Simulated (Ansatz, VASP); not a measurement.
**B: VASP beside Ansatz**

```
CELL_PARAMETERS angstrom
1.75342 -2.30557 -0.00143
1.75342 2.30557 -0.00143
-0.83201 0.00000 5.30939
ATOMIC_POSITIONS crystal
B 0.67543 0.28329 0.88702
B 0.50849 0.10304 0.19870
B 0.28329 0.67543 0.88702
B 0.04793 0.04793 0.38141
B 0.13170 0.13170 0.69717
B 0.10304 0.50849 0.19870
```

Change from the starting cell: the structure that the rattled cell fell into.

Alike in both runs: functional PBE; k mesh 14 × 14 × 8; occupations gaussian, width 0.1 eV; no spin polarisation.

Ansatz relaxed the structure, and its values are those at the end. VASP's run is a single point on that final structure, the one shown.

|  | VASP | Ansatz |
| --- | --- | --- |
| version | VASP 6.6.1 | Ansatz 0.2.0 |
| potentials or method | VASP PAW PBE potentials, release 64 (B), cutoff 520 eV | scalar-relativistic, plane waves, PAW |
| valence electrons in the cell | 18 | 18 |

|  | VASP | Ansatz | Ansatz less VASP |
| --- | --- | --- | --- |
| gap on the k mesh at the Fermi level (eV) | none | none | - |
| pressure (GPa) | 0.0 | 0.0 | -0.02 |
| rms of the force components (eV/Å) | 0.005 | 0.001 | -0.0036 |

A gap of «none» marks a metal or a gap that the smearing closes.
